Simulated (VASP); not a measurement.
# HfO2: single point with revPBE

Crystal: HfO2.

```xyz
12
Lattice="5.2195 0.0000 0.0000 0.0000 5.0048 0.0000 0.0000 0.0000 5.0327" Properties=species:S:1:pos:R:3 pbc="T T T"
Hf    5.0472    3.6661    3.7314
Hf    2.7820    3.6661    1.2151
Hf    2.4375    1.3387    3.7314
Hf    0.1723    1.3387    1.2151
O     3.2994    4.6477    4.4251
O     4.5298    4.6477    1.9087
O     1.2211    2.7020    2.4776
O     1.3886    2.7020    4.9939
O     3.9984    2.3028    4.9939
O     3.8308    2.3028    2.4776
O     0.6896    0.3571    4.4251
O     1.9201    0.3571    1.9087
```

```json
{
  "Program": "VASP 6.6.1",
  "Task": "single point",
  "Functional": "revPBE",
  "Potentials or basis": "VASP PAW PBE potentials, release 64 (Hf_pv, O)",
  "Cutoff": "520 eV",
  "k mesh": "4 × 5 × 4",
  "Occupations": "fermi-dirac, width 0.05 eV",
  "Spin": "no spin polarisation",
  "Dipole correction": "no",
  "Further INCAR settings": "ALGO = Normal; EDIFF = 1e-06; NBANDS = 56"
}
```

* Pressure: 10.0 GPa
* Largest force: 0.083 eV/Å
* Band gap on the k mesh: 4.55 eV (least direct gap 4.77 eV)

Forces on the atoms (eV/Å):
```
Hf   0.015 -0.027  0.051
Hf  -0.015 -0.027  0.051
Hf   0.015  0.027  0.051
Hf  -0.015  0.027  0.051
O   -0.014 -0.031 -0.003
O    0.014 -0.031 -0.003
O    0.029  0.060 -0.048
O   -0.029  0.060 -0.048
O   -0.029 -0.060 -0.048
O    0.029 -0.060 -0.048
O   -0.014  0.031 -0.003
O    0.014  0.031 -0.003
```

Stress tensor (GPa, compression positive):
```
10.01  0.00  0.00
 0.00 10.21  0.00
 0.00  0.00  9.77
```

Levels at points of the mesh, in eV from the valence-band top:
```tsv
k point	band 42	band 43	band 44	band 45	band 46	band 47
(0.00, 0.00, 0.00)	-0.21	-0.09	0.00	5.02	5.25	5.37
(0.50, 0.00, 0.00)	-0.70	-0.41	-0.41	5.27	5.27	5.68
(0.00, 0.00, 0.50)	-0.36	-0.27	-0.27	4.72	4.72	5.36
(0.50, 0.00, 0.50)	-0.71	-0.71	-0.71	5.26	5.26	5.26
```

Wall time 2.3 min on 1 thread of Intel(R) Xeon(R) Platinum 8488C (Sapphire Rapids), on a shared host, peak memory 0.32 GiB.

Caveat: the cell stands under pressure; the PAW data sets were made with another functional, which shifts forces and pressure a little; spin-orbit coupling is left out, which moves the levels of the heavy elements. A k mesh can miss the band edges.
